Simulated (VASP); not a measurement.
A run of VASP 6.6.1 is set up as follows.

INCAR

```
PREC = Accurate
ENCUT = 520
EDIFF = 1E-7
ISMEAR = -1
SIGMA = 0.15
LREAL = Auto
LASPH = True
NELM = 60
ALGO = Normal
ISIF = 2
LWAVE = False
LCHARG = False
NBANDS = 100
```

File KPOINTS:

```
regular mesh
0
Gamma
  1 1 1
```

File POSCAR:

```
Ba16Cu
1.0
   10.0400000000      0.0000000000      0.0000000000
    0.0000000000     10.0400000000      0.0000000000
    0.0000000000      0.0000000000     10.0400000000
Ba Cu
16 1
Direct
    0.0064541833      0.0012848606      0.0273904382
    0.4957968127     -0.0372908367      0.0349103586
    0.0327390438      0.4764940239      0.0024501992
    0.0078486056     -0.0044820717      0.4576693227
    0.2738944223      0.2485657371      0.2720717131
    0.4840936255      0.4964641434      0.0108565737
    0.5150796813     -0.0376792829      0.4991832669
    0.7429581673      0.2391932271      0.2596513944
    0.0148007968      0.4806175299      0.5180677291
    0.2588047809      0.7634262948      0.2577788845
    0.2878087649      0.1928784861      0.7334163347
    0.5314342629      0.5141434263      0.5002091633
    0.7383167331      0.7588844622      0.2353486056
    0.7236952191      0.2903685259      0.7811354582
    0.2534462151      0.7517430279      0.7867330677
    0.7272211155      0.7510458167      0.7604681275
    0.2336055777      0.1659262948      0.0123306773
```

Potentials or basis: VASP PAW LDA potentials, release 64 (Ba_sv, Cu).

Run with:

```console
$ cat potpaw_LDA.64/Ba_sv/POTCAR potpaw_LDA.64/Cu/POTCAR > POTCAR
$ mpirun -np 1 vasp_gam > vasp.out
```

Q: What does it give for the pressure?

A: -1.6 GPa.

Q: Estimate the largest force.

A: 0.866 eV/Å.

Forces on the atoms (eV/Å):
```
Ba  -0.535 -0.282 -0.286
Ba  -0.072  0.756 -0.358
Ba  -0.083 -0.172  0.176
Ba  -0.206 -0.083  0.776
Ba   0.173  0.056  0.563
Ba  -0.091 -0.118  0.197
Ba   0.041  0.300 -0.054
Ba  -0.061  0.239 -0.122
Ba  -0.102  0.291 -0.158
Ba  -0.097 -0.482  0.014
Ba  -0.171  0.493 -0.102
Ba  -0.448 -0.077  0.039
Ba   0.414 -0.437  0.178
Ba   0.293 -0.767 -0.275
Ba   0.022  0.066 -0.537
Ba   0.490 -0.007  0.216
Cu   0.434  0.228 -0.266
```

Caveat: the k points lie up to 0.63 Å⁻¹ apart.
